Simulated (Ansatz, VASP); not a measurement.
# K: VASP beside Ansatz

File INCAR:

```
SYSTEM = K
PREC = Accurate
ENCUT = 600
EDIFF = 1E-6
ISMEAR = 0
SIGMA = 0.1
LREAL = .FALSE.
LASPH = .TRUE.
NELM = 60
ALGO = Fast
ISIF = 3
LWAVE = .FALSE.
LCHARG = .FALSE.
GGA = PE
IBRION = 2
NSW = 90
EDIFFG = -0.04
```

File KPOINTS:

```
regular mesh
0
G
  4 4 4
  0 0 0
```

POSCAR

```
K
1.0
   -3.6761753600      3.6761753600      3.6761753600
    3.6761753600     -3.6761753600      3.6761753600
    3.6761753600      3.6761753600     -3.6761753600
K
3
Direct
    0.0000000000      0.5000000000      0.5000000000
    0.5000000000      0.0000000000      0.5000000000
    0.5000000000      0.5000000000      0.0000000000
```

Input for Ansatz:

```yaml
crystal:
  lattice:
    - [-3.67617536, 3.67617536, 3.67617536]
    - [3.67617536, -3.67617536, 3.67617536]
    - [3.67617536, 3.67617536, -3.67617536]
  atoms:
    - { symbol: K, position: [0.0, 0.5, 0.5] }
    - { symbol: K, position: [0.5, 0.0, 0.5] }
    - { symbol: K, position: [0.5, 0.5, 0.0] }
basis:
  ecutwfc: 420
kpoints:
  mp_grid: { grid: [4, 4, 4] }
hamiltonian:
  xc: pbe
scf:
  occupations: { method: gaussian, width: 0.1 }
  lower_state_search: "off"
output:
  forces: true
  stress: true
  eigenvalues: true
relax:
  adjacent_minimum: "off"
  f_tol: 0.04
  max_steps: 70
  cell: { stress_tol: 0.4 }
```

Alike in both runs: task relaxation of cell and atoms; functional PBE; k mesh 4 × 4 × 4; occupations gaussian, width 0.1 eV; no spin polarisation.

```csv
,VASP,Ansatz
version,VASP 6.6.1,Ansatz 0.2.0
potentials or method,"VASP PAW PBE potentials, release 64 (K_sv), cutoff 600 eV","scalar-relativistic, plane waves, PAW"
valence electrons in the cell,27,27
```

```csv
,VASP,Ansatz,Ansatz less VASP
"gap on the k mesh at the Fermi level, each at its own relaxed structure (eV)",none,none,-
relaxed volume (Å³/atom),93.43,90.85,-2.587
relaxed cell length with the largest relative difference (Å),7.141,7.074,-0.0665
```

A gap of «none» marks a metal or a gap that the smearing closes.

Noted on VASP's run: the volume moved by over 15 % at a fixed basis, so the end points are rough.
